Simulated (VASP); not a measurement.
# SnO2 (I4_1/amd) in VASP: further runs

SnO2 is run at these levels: PBEsol; tasks: single point, relaxation of cell and atoms.

All numbers are computed with VASP 6.6.1; they aren't measurements. Logs are shortened: lines on timing, memory, paths and dates and some standing lists are left out, and cuts for length are marked.

### 1 The cell of the first run

The structure is tetragonal, space group I4_1/amd (No. 141). Conventional cell: a = 4.012 Å, b = 4.012 Å, c = 10.247 Å, α = 90.00°, β = 90.00°, γ = 90.00°. Within 2.7 Å of Sn (site symmetry -4m2) lie 6 O at 2.06 to 2.08 Å. Within 2.7 Å of O (site symmetry 2mm) lie 3 Sn at 2.06 to 2.08 Å and 2 O at 2.56 Å.

### 2 Single point, PBEsol

Input file INCAR:

```
SYSTEM = SnO2
PREC = Accurate ; ENCUT = 520
EDIFF = 1E-7 ; ISMEAR = 0
SIGMA = 0.01 ; LREAL = .FALSE.
LASPH = .TRUE. ; NELM = 60
ALGO = Normal ; ISIF = 2
LWAVE = .FALSE. ; LCHARG = .TRUE.
GGA = PS ; LELF = .TRUE.
LVHAR = .TRUE. ; NBANDS = 35
```

Input file KPOINTS:

```
Automatic mesh
0
G
  8 8 8
  0 0 0
```

Input file POSCAR:

```
SnO2
1.0
   -2.0058334931      2.0058334931      5.1235136542
    2.0058334931     -2.0058334931      5.1235136542
    2.0058334931      2.0058334931     -5.1235136542
Sn O
2 4
Direct
    0.7500000000      0.2500000000      0.5000000000
    0.0000000000      0.0000000000      0.0000000000
    0.7970789741      0.7970789741      0.0000000000
    0.9529210259      0.4529210259      0.5000000000
    0.2029210259      0.2029210259      0.0000000000
    0.5470789741      0.0470789741      0.5000000000
```

Potentials or basis: VASP PAW PBE potentials, release 64 (Sn_d, O).

The run is started by

```bash
> cat potpaw_PBE.64/Sn_d/POTCAR potpaw_PBE.64/O/POTCAR > POTCAR
> mpirun -np 1 vasp_std > vasp.out
```

OUTCAR:

```text
SYSTEM = SnO2
   PREC = Accurate
   ENCUT = 520
   EDIFF = 1E-7
   ISMEAR = 0
   LREAL = .FALSE.
   LASPH = .TRUE.
   NELM = 60
   ISIF = 2
   GGA = PS

 ion  position               nearest neighbor table
   1  0.750  0.250  0.500-   3 2.06   5 2.06   3 2.06   5 2.06   4 2.08   6 2.08   2 3.25   2 3.25
                             2 3.25   2 3.25
   2  0.000  0.000  0.000-   6 2.06   4 2.06   6 2.06   4 2.06   3 2.08   5 2.08   1 3.25   1 3.25
                             1 3.25   1 3.25
   3  0.797  0.797  0.000-   1 2.06   1 2.06   2 2.08
   4  0.953  0.453  0.500-   2 2.06   2 2.06   1 2.08
   5  0.203  0.203  0.000-   1 2.06   1 2.06   2 2.08
   6  0.547  0.047  0.500-   2 2.06   2 2.06   1 2.08

  LATTYP: Found a body centered tetragonal cell.
 ALAT       =     4.0116669862
 C/A-ratio  =     2.5543065622

  Lattice vectors:

 A1 = (  -2.0058334931,   2.0058334931,   5.1235136542)
 A2 = (   2.0058334931,  -2.0058334931,   5.1235136542)
 A3 = (   2.0058334931,   2.0058334931,  -5.1235136542)

Analysis of symmetry for initial positions (statically):
=====================================================================
 Subroutine PRICEL returns:
 Original cell was already a primitive cell.

 Routine SETGRP: Setting up the symmetry group for a
 body centered tetragonal supercell.

 Subroutine GETGRP returns: Found 16 space group operations
 (whereof  8 operations were pure point group operations)
 out of a pool of 16 trial point group operations.

The static configuration has the point symmetry D_2d.
 The point group associated with its full space group is D_4h.

Analysis of symmetry for dynamics (positions and initial velocities):
=====================================================================
 Subroutine PRICEL returns:
 Original cell was already a primitive cell.

 Routine SETGRP: Setting up the symmetry group for a
 body centered tetragonal supercell.

 Subroutine GETGRP returns: Found 16 space group operations
 (whereof  8 operations were pure point group operations)
 out of a pool of 16 trial point group operations.

The dynamic configuration has the point symmetry D_2d.
 The point group associated with its full space group is D_4h.

 Subroutine INISYM returns: Found 16 space group operations
 (whereof  8 operations are pure point group operations),
 and found     1 'primitive' translations

----------------------------------------------------------------------------------------

                                     Primitive cell
[... 103 lines left out ...]
   IBRION =     -1    ionic relax: 0-MD 1-quasi-New 2-CG
   NFREE  =      0    steps in history (QN), initial steepest desc. (CG)
   ISIF   =      2    stress and relaxation
   ISYM   =      2    0-nonsym 1-usesym 2-fastsym
   POTIM  = 0.5000    time-step for ionic-motion
   TEBEG  =    0.0;   TEEND  =   0.0 temperature during run
   PSTRESS=    0.0 pullay stress
   NELECT =      52.0000    total number of electrons
   NUPDOWN=      -1.0000    fix difference up-down
   EMIN   =  10.00;   EMAX   =-10.00  energy-range for DOS
   EFERMI =   0.00;   METHOD = LEGACY
   ISMEAR =     0;   SIGMA  =   0.01  broadening in eV -4-tet -1-fermi 0-gaus
   EFERMI_NEDOS =   21; number of points for ismear=-14 and -15
   IALGO  =     38    algorithm
   IMIX   =      4    mixing-type and parameters
     AMIX     =   0.40;   BMIX     =  1.00
     AMIX_MAG =   1.60;   BMIX_MAG =  1.00
  volume/ion in A,a.u.               =      13.74        92.74
  Fermi-wavevector in a.u.,A,eV,Ry     =   1.403902  2.652990 26.816270  1.970940
  Thomas-Fermi vector in A             =   2.526517
   LORBIT       =      0    0 simple, 1 ext, 2 COOP (PROOUT), +10 PAW based schemes
   GGA     = PS    functional components
   LHFCALC =     F    Hartree Fock is set to
   AEXX    =    0.0000 exact exchange contribution
   IVDW    =     0    specifies the selected vdW correction
   LEPSILON=     F    determine dielectric tensor
   LRPA    =     F    only Hartree local field effects (RPA)
 non-spin polarized calculation
 Gauss-broadening in eV      SIGMA  =   0.01
  energy-cutoff  :      520.00
  volume of cell :       82.46
 maximum number of plane-waves:      2260
 NGX is ok and might be reduce to    48
   NGX = 21   NGY = 21   NGZ = 21

 number of electron      52.0000004 magnetization

 Free energy of the ion-electron system (eV)
  ---------------------------------------------------
  ext. energy  EPLUGINS =         0.00000000
  ---------------------------------------------------
  free energy    TOTEN  =       -39.22277814 eV

  energy without entropy =      -39.22277814  energy(sigma->0) =      -39.22277814

 E-fermi :   3.9196     XC(G=0): -10.5196

 val. band max:        3.8559414355   @ k =   0.2500   0.2500   0.2500
 cond. band min:       5.3889785952   @ k =   0.0000   0.0000   0.0000
 fundamental gap:      1.5330371597
 Fermi energy:         3.9196469643

 k-point     1 :       0.0000    0.0000    0.0000
  band No.  band energies     occupation
      1     -16.4544      2.00000
      2     -16.4268      2.00000
      3     -16.2888      2.00000
      4     -15.7468      2.00000
      5     -15.6356      2.00000
      6     -15.6356      2.00000
[... 901 lines left out ...]
     34      15.0708      0.00000
     35      16.5741      0.00000

 [... further k-points ...]

------------------------ aborting loop because EDIFF is reached ----------------------------------------

  FORCE on cell =-STRESS in cart. coord.  units (eV):
  Direction    XX          YY          ZZ          XY          YZ          ZX
  --------------------------------------------------------------------------------------
  -------------------------------------------------------------------------------------
  Total        0.2456599      0.2456599      0.3950524      0.0000000      0.0000000      0.0000000
  in kB        4.7733940      4.7733940      7.6762245      0.0000000      0.0000000      0.0000000
  external PRESSURE =       5.7410041 kB  Pullay stress =       0.0000000 kB

 VOLUME and BASIS-vectors are now :
 -----------------------------------------------------------------------------
  energy-cutoff  :      520.00
  volume of cell :       82.46
      direct lattice vectors                 reciprocal lattice vectors
    -2.005833493  2.005833493  5.123513654     0.000000000  0.249272934  0.097589278
     2.005833493 -2.005833493  5.123513654     0.249272934  0.000000000  0.097589278
     2.005833493  2.005833493 -5.123513654     0.249272934  0.249272934  0.000000000

 POSITION                                       TOTAL-FORCE (eV/Angst)
 -----------------------------------------------------------------------------------
      0.00000      2.00583      2.56176         0.000000      0.000000     -0.000000
      0.00000      0.00000      0.00000         0.000000      0.000000     -0.000000
      0.00000      0.00000      8.16769        -0.000000     -0.000000     -0.027407
      0.00000      2.00583      4.64109         0.000000      0.000000      0.027407
      0.00000      0.00000      2.07934        -0.000000     -0.000000      0.027407
      0.00000      2.00583      0.48242        -0.000000     -0.000000     -0.027407
 -----------------------------------------------------------------------------------
    total drift:                                0.000000     -0.000000      0.000000

  FREE ENERGIE OF THE ION-ELECTRON SYSTEM (eV)
  ---------------------------------------------------
  free  energy   TOTEN  =       -39.2227781370 eV

  energy  without entropy=      -39.2227781370  energy(sigma->0) =      -39.22277814
```

OSZICAR:

```text
N       E                     dE             d eps       ncg     rms          rms(c)
DAV:   1     0.649334338668E+03    0.64933E+03   -0.25520E+04  4510   0.223E+03
DAV:   2     0.603266951300E+02   -0.58901E+03   -0.55634E+03  4538   0.611E+02
DAV:   3    -0.393516563974E+02   -0.99678E+02   -0.97876E+02  4446   0.211E+02
DAV:   4    -0.447377598447E+02   -0.53861E+01   -0.53434E+01  5129   0.538E+01
DAV:   5    -0.448836588668E+02   -0.14590E+00   -0.14567E+00  5000   0.924E+00    0.151E+01
DAV:   6    -0.391893885974E+02    0.56943E+01   -0.16208E+01  6607   0.643E+01    0.603E+00
DAV:   7    -0.392720309566E+02   -0.82642E-01   -0.20087E+00  4522   0.768E+00    0.320E+00
DAV:   8    -0.392335886354E+02    0.38442E-01   -0.22148E-01  6278   0.437E+00    0.754E-01
DAV:   9    -0.392217139912E+02    0.11875E-01   -0.48604E-02  6567   0.347E+00    0.138E-01
DAV:  10    -0.392226705609E+02   -0.95657E-03   -0.46873E-03  5775   0.716E-01    0.483E-02
DAV:  11    -0.392227692238E+02   -0.98663E-04   -0.41677E-04  6414   0.209E-01    0.180E-02
DAV:  12    -0.392227817357E+02   -0.12512E-04   -0.54042E-05  5239   0.439E-02    0.174E-02
DAV:  13    -0.392227777757E+02    0.39600E-05   -0.22397E-05  5946   0.664E-02    0.294E-03
DAV:  14    -0.392227779849E+02   -0.20917E-06   -0.21067E-06  5776   0.128E-02    0.183E-03
DAV:  15    -0.392227781300E+02   -0.14514E-06   -0.60725E-08  3503   0.258E-03    0.530E-04
DAV:  16    -0.392227781370E+02   -0.69513E-08   -0.19530E-08  2512   0.182E-03
   1 F= -.39222778E+02 E0= -.39222778E+02  d E =-.104403E-21
```

stdout:

```text
POSCAR found type information on POSCAR SnO
 POSCAR found :  2 types and       6 ions
 scaLAPACK will be used
 -----------------------------------------------------------------------------
|                                                                             |
|                                                                             |
|     You enforced a specific xc type in the INCAR file but a different       |
|     I HOPE YOU KNOW WHAT YOU ARE DOING!                                     |
|                                                                             |
 -----------------------------------------------------------------------------

 LDA part: xc-table for (Slater+PW92), standard interpolation
 POSCAR, INCAR and KPOINTS ok, starting setup
 FFT: planning ... GRIDC
 FFT: planning ... GRID_SOFT
 FFT: planning ... GRID
 WAVECAR not read
 entering main loop
```

Wall time 6.4 min (1 thread of Intel Xeon 6975P-C, shared host); peak memory 0.4 GiB.

Results:

| Quantity | Value |
| --- | --- |
| Free energy | -39.2228 eV |
| Pressure | 0.6 GPa |
| Largest force | 0.027 eV/Å |
| Band gap on the k mesh | 1.53 eV, indirect (least direct gap 1.90 eV) |

Forces in eV/Å, atoms in the order of the input:
```
Sn   0.000  0.000  0.000
Sn   0.000  0.000  0.000
O    0.000  0.000 -0.027
O    0.000  0.000  0.027
O    0.000  0.000  0.027
O    0.000  0.000 -0.027
```

Caveat: the PAW data sets were made with another functional, which shifts forces and pressure a little; spin-orbit coupling is left out, which moves the levels of the heavy elements.

### 3 Relaxation of cell and atoms, PBEsol

This run uses another cell than the first one, of 13.66 Å³/atom, 0.994 times its volume.

Input file INCAR:

```
SYSTEM = SnO2
ALGO = Normal
EDIFF = 1E-6
EDIFFG = -0.01
ENCUT = 600
GGA = PS
IBRION = 2
ISIF = 3
ISMEAR = 0
LASPH = .TRUE.
LCHARG = .FALSE.
LREAL = .FALSE.
LWAVE = .FALSE.
NELM = 80
NSW = 80
PREC = Accurate
SIGMA = 0.01
```

Input file KPOINTS:

```
k-points
0
G
  8 8 8
  0 0 0
```

Input file POSCAR:

```
SnO2
1.0
   -2.0000686100      2.0000686100      5.1236788600
    2.0000686100     -2.0000686100      5.1236788600
    2.0000686100      2.0000686100     -5.1236788600
Sn O
2 4
Direct
    0.7500000000      0.2500000000      0.5000000000
    0.0000000000      0.0000000000      0.0000000000
    0.7965225900      0.7965225900      0.0000000000
    0.9534774100      0.4534774100      0.5000000000
    0.2034774100      0.2034774100      0.0000000000
    0.5465225900      0.0465225900      0.5000000000
```

Potentials or basis: VASP PAW PBE potentials, release 64 (Sn_d, O).

The run is started by

```bash
> cat potpaw_PBE.64/Sn_d/POTCAR potpaw_PBE.64/O/POTCAR > POTCAR
> mpirun -np 1 vasp_std > vasp.out
```

It took 15 min on 1 thread of Intel Xeon 6975P-C, shared host; peak memory 0.42 GiB.

It converged, with:

```
Free energy                            : -39.2308 eV
Relaxed volume                         : 13.77 Å³/atom
Relaxed cell                           : a = 5.858 Å, b = 5.858 Å, c = 5.858 Å, α = 139.91°, β = 139.91°, γ = 57.99°
Space group after relaxing (to 0.05 Å) : I4_1/amd (No. 141)
Energy gained by relaxing              : 0.5 meV/atom
Ionic steps                            : 5
Pressure after relaxing                : 0.0 GPa
Largest force after relaxing           : 0.009 eV/Å
Band gap on the k mesh                 : 1.51 eV, indirect (least direct gap 1.88 eV)
```

Forces in eV/Å, atoms in the order of the input:
```
Sn   0.000  0.000  0.000
Sn   0.000  0.000  0.000
O    0.000  0.000  0.009
O    0.000  0.000 -0.009
O    0.000  0.000 -0.009
O    0.000  0.000  0.009
```

Stress tensor (GPa, compression positive):
```
-0.03  0.00  0.00
 0.00 -0.03  0.00
 0.00  0.00  0.08
```

Step by step:
```
step  energy change (eV)  largest force (eV/Å)  pressure (GPa)  volume (Å³)
   1              0.0000                0.0574            1.12        81.98
   2             -0.0014                0.0583           -1.07        83.12
   3             -0.0028                0.0575           -0.19        82.65
   4             -0.0031                0.0162            0.09        82.61
   5             -0.0032                0.0088            0.01        82.62
```

Final structure:
```
CELL_PARAMETERS angstrom
-2.00780 2.00780 5.12393
2.00780 -2.00780 5.12393
2.00780 2.00780 -5.12393
ATOMIC_POSITIONS crystal
Sn 0.75000 0.25000 0.50000
Sn 0.00000 0.00000 0.00000
O 0.79687 0.79687 0.00000
O 0.95313 0.45313 0.50000
O 0.20313 0.20313 0.00000
O 0.54687 0.04687 0.50000
```

Levels at points of the mesh, in eV from the valence-band top:
| k point | band 23 | band 24 | band 25 | band 26 | band 27 | band 28 | band 29 | band 30 |
| --- | --- | --- | --- | --- | --- | --- | --- | --- |
| (0.00, 0.00, 0.00) | -0.66 | -0.66 | -0.37 | -0.37 | 1.51 | 5.46 | 9.22 | 9.70 |
| (0.50, 0.00, 0.00) | -0.77 | -0.75 | -0.56 | -0.39 | 4.83 | 6.10 | 7.80 | 8.47 |
| (0.50, 0.50, 0.00) | -0.80 | -0.80 | -0.05 | -0.05 | 7.18 | 7.18 | 7.52 | 7.52 |
| (0.50, 0.50, 0.50) | -1.02 | -1.02 | -0.27 | -0.27 | 4.16 | 4.16 | 7.55 | 7.55 |

Caveat: the PAW data sets were made with another functional, which shifts forces and pressure a little; spin-orbit coupling is left out, which moves the levels of the heavy elements.
